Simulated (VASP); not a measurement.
# Cs in VASP: further runs

Aim: see how the results for Cs move with the level of theory and the settings. Levels: PBE+D3(BJ), PBE, RPBE. Tasks: single point.

Program: VASP 6.6.1. These are calculated values, not measurements. Logs are shortened: lines on timing, memory, paths and dates and some standing lists are left out, and cuts for length are marked.

### 1 The cell of the first run

The cell holds a molecule in a box, 1 atom: a = 10.500 Å, b = 11.000 Å, c = 11.500 Å, α = 90.00°, β = 90.00°, γ = 90.00°.

### 2 Single point, PBE+D3(BJ), collinear spin

The input, INCAR:

```
SYSTEM = Cs
PREC = Accurate
ENCUT = 400
EDIFF = 1E-6
ISMEAR = 0
SIGMA = 0.005
LREAL = .False.
LASPH = .True.
NELM = 200
ALGO = Normal
ISIF = 2
LWAVE = .False.
LCHARG = .True.
ISPIN = 2
MAGMOM = 0.5
LORBIT = 11
GGA = PE
IVDW = 12
LELF = .True.
LVHAR = .True.
NBANDS = 14
GGA_COMPAT = .False.
NELMDL = -8
```

The input, KPOINTS:

```
regular mesh
0
Gamma
  1 1 1
  0 0 0
```

The input, POSCAR:

```
Cs
1.0
   10.5000000000      0.0000000000      0.0000000000
    0.0000000000     11.0000000000      0.0000000000
    0.0000000000      0.0000000000     11.5000000000
Cs
1
Direct
    0.5000000000      0.5045454500      0.5000000000
```

Potentials or basis: VASP PAW PBE potentials, release 64 (Cs_sv).

Command:

```
> cat potpaw_PBE.64/Cs_sv/POTCAR > POTCAR
> mpirun -np 1 vasp_gam > vasp.out
```

OUTCAR:

```text
SYSTEM = Cs
   PREC = Accurate
   ENCUT = 400
   EDIFF = 1E-6
   ISMEAR = 0
   LREAL = .False.
   LASPH = .True.
   NELM = 200
   ISIF = 2
   ISPIN = 2
   LORBIT = 11
   GGA = PE
   IVDW = 12
   NELMDL = -8
 IVDW          = 12

 ion  position               nearest neighbor table
   1  0.500  0.505  0.500-

  LATTYP: Found a simple orthorhombic cell.
 ALAT       =    10.5000000000
 B/A-ratio  =     1.0476190476
 C/A-ratio  =     1.0952380952

  Lattice vectors:

 A1 = (  10.5000000000,   0.0000000000,   0.0000000000)
 A2 = (   0.0000000000,  11.0000000000,   0.0000000000)
 A3 = (   0.0000000000,   0.0000000000,  11.5000000000)

Analysis of symmetry for initial positions (statically):
=====================================================================
 Subroutine PRICEL returns:
 Original cell was already a primitive cell.

 Routine SETGRP: Setting up the symmetry group for a
 simple orthorhombic supercell.

 Subroutine GETGRP returns: Found  8 space group operations
 (whereof  4 operations were pure point group operations)
 out of a pool of  8 trial point group operations.

The static configuration has the point symmetry C_2v.
 The point group associated with its full space group is D_2h.

Analysis of symmetry for dynamics (positions and initial velocities):
=====================================================================
 Subroutine PRICEL returns:
 Original cell was already a primitive cell.

 Routine SETGRP: Setting up the symmetry group for a
 simple orthorhombic supercell.

 Subroutine GETGRP returns: Found  8 space group operations
 (whereof  4 operations were pure point group operations)
 out of a pool of  8 trial point group operations.

The dynamic configuration has the point symmetry C_2v.
 The point group associated with its full space group is D_2h.

Analysis of structural, dynamic, and magnetic symmetry:
=====================================================================
 Subroutine PRICEL returns:
 Original cell was already a primitive cell.

 Routine SETGRP: Setting up the symmetry group for a
 simple orthorhombic supercell.

 Subroutine GETGRP returns: Found  8 space group operations
 (whereof  4 operations were pure point group operations)
 out of a pool of  8 trial point group operations.

The overall configuration has the point symmetry C_2v.
 The point group associated with its full space group is D_2h.

 Subroutine INISYM returns: Found  8 space group operations
 (whereof  4 operations are pure point group operations),
[... 89 lines left out ...]
     AMIX     =   0.40;   BMIX     =  1.00
     AMIX_MAG =   1.60;   BMIX_MAG =  1.00
  volume/ion in A,a.u.               =    1328.25      8963.47
  Fermi-wavevector in a.u.,A,eV,Ry     =   0.309786  0.585411  1.305719  0.095968
  Thomas-Fermi vector in A             =   1.186821
   LORBIT       =     11    0 simple, 1 ext, 2 COOP (PROOUT), +10 PAW based schemes
   GGA     = PE    functional components
   LHFCALC =     F    Hartree Fock is set to
   AEXX    =    0.0000 exact exchange contribution
   IVDW    =    12    specifies the selected vdW correction
   LEPSILON=     F    determine dielectric tensor
   LRPA    =     F    only Hartree local field effects (RPA)
 spin polarized calculation
 Gauss-broadening in eV      SIGMA  =   0.01
  energy-cutoff  :      400.00
  volume of cell :     1328.25
 maximum number of plane-waves:     12033
 NGX is ok and might be reduce to    70
   NGX = 35   NGY = 35   NGZ = 37

 number of electron       9.0000000 magnetization       0.9999996

 Free energy of the ion-electron system (eV)
  ---------------------------------------------------
  ext. energy  EPLUGINS =         0.00000000
  ---------------------------------------------------
  free energy    TOTEN  =        -0.20540431 eV

  energy without entropy =       -0.20540431  energy(sigma->0) =       -0.20540431

 E-fermi :  -2.0343     XC(G=0):  -0.9541

 val. band max:       -2.0787842396   @ k =   0.0000   0.0000   0.0000
 cond. band min:      -1.3185365691   @ k =   0.0000   0.0000   0.0000
 fundamental gap:      0.7602476706
 Fermi energy:        -2.0343373302

 spin component 1

 k-point     1 :       0.0000    0.0000    0.0000
  band No.  band energies     occupation
      1     -26.5334      1.00000
      2     -13.3425      1.00000
      3     -13.3402      1.00000
      4     -13.3368      1.00000
      5      -2.0788      1.00000
      6      -0.4655      0.00000
      7      -0.4316      0.00000
      8      -0.4135      0.00000
      9      -0.3982      0.00000
     10      -0.3474      0.00000
     11      -0.1780      0.00000
     12      -0.1666      0.00000
     13      -0.1597      0.00000
     14      -0.0385      0.00000
 Fermi energy:        -2.0343373302

 spin component 2

 k-point     1 :       0.0000    0.0000    0.0000
  band No.  band energies     occupation
      1     -26.4941      1.00000
      2     -13.2622      1.00000
      3     -13.2592      1.00000
      4     -13.2547      1.00000
      5      -1.3185      0.00000
      6       0.3223      0.00000
      7       0.3372      0.00000
      8       0.3769      0.00000
      9       0.3877      0.00000
     10       0.3939      0.00000
     11       0.5170      0.00000
     12       0.5638      0.00000
     13       0.6242      0.00000
     14       0.8654      0.00000

------------------------ aborting loop because EDIFF is reached ----------------------------------------

 Edisp (eV)   -0.01975

 E8    (eV) :    -0.0072

  FORCE on cell =-STRESS in cart. coord.  units (eV):
  Direction    XX          YY          ZZ          XY          YZ          ZX
  --------------------------------------------------------------------------------------
  -------------------------------------------------------------------------------------
  Total      -0.30093    -0.22495    -0.17042     0.00000     0.00000     0.00000
  in kB      -0.36300    -0.27134    -0.20556     0.00000     0.00000     0.00000
  external pressure =       -0.28 kB  Pullay stress =        0.00 kB

 VOLUME and BASIS-vectors are now :
 -----------------------------------------------------------------------------
  energy-cutoff  :      400.00
  volume of cell :     1328.25
      direct lattice vectors                 reciprocal lattice vectors
    10.500000000  0.000000000  0.000000000     0.095238095  0.000000000  0.000000000
     0.000000000 11.000000000  0.000000000     0.000000000  0.090909091  0.000000000
     0.000000000  0.000000000 11.500000000     0.000000000  0.000000000  0.086956522

 POSITION                                       TOTAL-FORCE (eV/Angst)
 -----------------------------------------------------------------------------------
      5.25000      5.55000      5.75000         0.000000      0.000000      0.000000
 -----------------------------------------------------------------------------------
    total drift:                                0.000000      0.000097     -0.000029

  FREE ENERGIE OF THE ION-ELECTRON SYSTEM (eV)
  ---------------------------------------------------
  free  energy   TOTEN  =        -0.2251550056 eV

  energy  without entropy=       -0.2251550056  energy(sigma->0) =       -0.22515501

 total charge

# of ion       s       p       d       tot
------------------------------------------
    1        1.866   4.678   0.000   6.544

 magnetization (x)

# of ion       s       p       d       tot
------------------------------------------
    1        0.033  -0.015   0.000   0.018
```

stdout:

```text
POSCAR found type information on POSCAR Cs
 POSCAR found :  1 types and       1 ions
 scaLAPACK will be used
 LDA part: xc-table for (Slater+PW92), standard interpolation
 POSCAR, INCAR and KPOINTS ok, starting setup
 FFT: planning ... GRIDC
 FFT: planning ... GRID_SOFT
 FFT: planning ... GRID
 WAVECAR not read
 entering main loop
```

Run time: 1.8 min. Hardware: 1 thread of AMD EPYC 9R45 (Zen 5), shared host; peak memory 1 GiB.

What came out:

```
Free energy                                           : -0.2252 eV
Gap between the frontier levels                       : 0.76 eV
Net moment                                            : 1.00 μB per cell
Valence electrons inside the program's atomic spheres : Cs 6.54
Dispersion energy per atom                            : -0.020 eV
```

Caveat: spin-orbit coupling is left out, which moves the levels of the heavy elements.

### 3 Single point, PBE, collinear spin

The input, INCAR:

```
ALGO = Normal
EDIFF = 1E-6
ENCUT = 400
GGA = PE
GGA_COMPAT = False
ISIF = 2
ISMEAR = 0
ISPIN = 2
LASPH = True
LCHARG = True
LELF = True
LORBIT = 11
LREAL = False
LVHAR = True
LWAVE = False
MAGMOM = 0.5
NBANDS = 14
NELM = 200
NELMDL = -8
PREC = Accurate
SIGMA = 0.005
```

The input, KPOINTS:

```
k-points
0
Gamma
  1 1 1
```

POSCAR is that of step 2.

Potentials or basis: VASP PAW PBE potentials, release 64 (Cs_sv).

Command:

```
> cat potpaw_PBE.64/Cs_sv/POTCAR > POTCAR
> mpirun -np 1 vasp_gam > vasp.out
```

It took 1.8 min on 1 thread of AMD EPYC 9R45 (Zen 5), shared host; peak memory 1 GiB.

Results (log left out):

```yaml
Free_energy: -0.2054 eV
Gap_between_the_frontier_levels: 0.76 eV
Net_moment: 1.00 μB per cell
Valence_electrons_inside_the_program's_atomic_spheres: Cs 6.54
```

Levels at points of the mesh, in eV from the valence-band top:
Spin up:
| k point | band 3 | band 4 | band 5 | band 6 | band 7 | band 8 |
| --- | --- | --- | --- | --- | --- | --- |
| (0.00, 0.00, 0.00) | -11.26 | -11.26 | 0.00 | 1.61 | 1.65 | 1.67 |
Spin down:
```csv
k point,band 1,band 2,band 3,band 4,band 5,band 6,band 7,band 8,band 9
"(0.00, 0.00, 0.00)",-24.42,-11.18,-11.18,-11.18,0.76,2.40,2.42,2.46,2.47
```

Caveat: spin-orbit coupling is left out, which moves the levels of the heavy elements.

### 4 Single point, RPBE, collinear spin

The input, INCAR:

```
  ALGO = Normal
  EDIFF = 1E-6
  ENCUT = 400
  GGA = RP
  GGA_COMPAT = F
  ISIF = 2
  ISMEAR = 0
  ISPIN = 2
  LASPH = T
  LCHARG = F
  LORBIT = 11
  LREAL = F
  LWAVE = F
  MAGMOM = 0.5
  NBANDS = 14
  NELM = 200
  NELMDL = -8
  PREC = Accurate
  SIGMA = 0.005
```

KPOINTS is that of step 3.

POSCAR is that of step 3.

Command:

```
> cat potpaw_PBE.64/Cs_sv/POTCAR > POTCAR
> mpirun -np 1 vasp_gam > vasp.out
```

Run time: 1.8 min. Hardware: 1 thread of AMD EPYC 9R45 (Zen 5), shared host; peak memory 1 GiB.

The run converged. Its results:

```yaml
Free_energy: -0.1666 eV
Gap_between_the_frontier_levels: 0.57 eV
Net_moment: 1.00 μB per cell
Valence_electrons_inside_the_program's_atomic_spheres: Cs 6.56
```

Levels at points of the mesh, in eV from the valence-band top:
Spin up:
```csv
k point,band 2,band 3,band 4,band 5,band 6,band 7,band 8,band 9
"(0.00, 0.00, 0.00)",-11.31,-11.31,-11.31,0.00,1.58,1.62,1.64,1.68
```
Spin down:
| k point | band 1 | band 2 | band 3 | band 4 | band 5 | band 6 | band 7 | band 8 |
| --- | --- | --- | --- | --- | --- | --- | --- | --- |
| (0.00, 0.00, 0.00) | -24.45 | -11.24 | -11.24 | -11.23 | 0.57 | 2.27 | 2.28 | 2.32 |

Caveat: the PAW data sets were made with another functional, which shifts forces and pressure a little; spin-orbit coupling is left out, which moves the levels of the heavy elements.

### 5 Overview

```tsv
level	gap on the mesh (eV)	moment (μB)
PBE+D3(BJ)	0.76	1.00
PBE	0.76	1.00
RPBE	0.57	1.00
```

Alike in all rows: task single point; potentials or basis VASP PAW PBE potentials, release 64 (Cs_sv); spin collinear; cell as given; k mesh 1 × 1 × 1; cutoff (eV) 400; smearing gaussian 0.005 eV.

On the cell as given the gap runs from 0.57 eV (RPBE) to 0.76 eV (PBE+D3(BJ)).

Caveats: spin-orbit coupling is left out, which moves the levels of the heavy elements; the PAW data sets were made with another functional, which shifts forces and pressure a little (at least some runs).

Total energies depend on the potentials used, so only differences within one code and one set of settings carry meaning.
